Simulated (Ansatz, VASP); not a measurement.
**Two plane-wave programs on MgTeF6**

```
CELL_PARAMETERS angstrom
5.04062 0.00000 0.00000
0.00000 5.04062 0.00000
0.00000 0.00000 5.04062
ATOMIC_POSITIONS crystal
Mg 0.00000 0.00000 0.00000
Te 0.50000 0.50000 0.50000
F 0.50000 0.00000 0.00000
F 0.00000 0.50000 0.00000
F 0.00000 0.00000 0.50000
F 0.00000 0.50000 0.50000
F 0.50000 0.00000 0.50000
F 0.50000 0.50000 0.00000
```

Alike in both runs: task relaxation of cell and atoms; functional PBE; k mesh 4 × 4 × 4; occupations gaussian, width 0.1 eV; no spin polarisation.

|  | VASP | Ansatz |
| --- | --- | --- |
| version | VASP 6.6.1 | Ansatz 0.2.0 |
| potentials or method | VASP PAW PBE potentials, release 64 (Mg, Te, F), cutoff 600 eV | scalar-relativistic, plane waves, PAW |
| valence electrons in the cell | 50 | 68 |

VASP gave:

* gap on the k mesh at the Fermi level, each at its own relaxed structure (eV): 0.36
* relaxed volume (Å³/atom): 11.54
* relaxed length of the cell vector where the two differ most in proportion (Å): 4.520

Estimate Ansatz's values.

gap on the k mesh at the Fermi level, each at its own relaxed structure (eV): 0.36; relaxed volume (Å³/atom): 11.66; relaxed length of the cell vector where the two differ most in proportion (Å): 4.535.

VASP's potentials hold 50 valence electrons a cell and Ansatz's 68, so a difference there can come from the potentials and not from the codes.

Neither program's run includes spin-orbit coupling. Noted on VASP's run: the volume moved by over 15 % at a fixed basis, so the end points are rough.
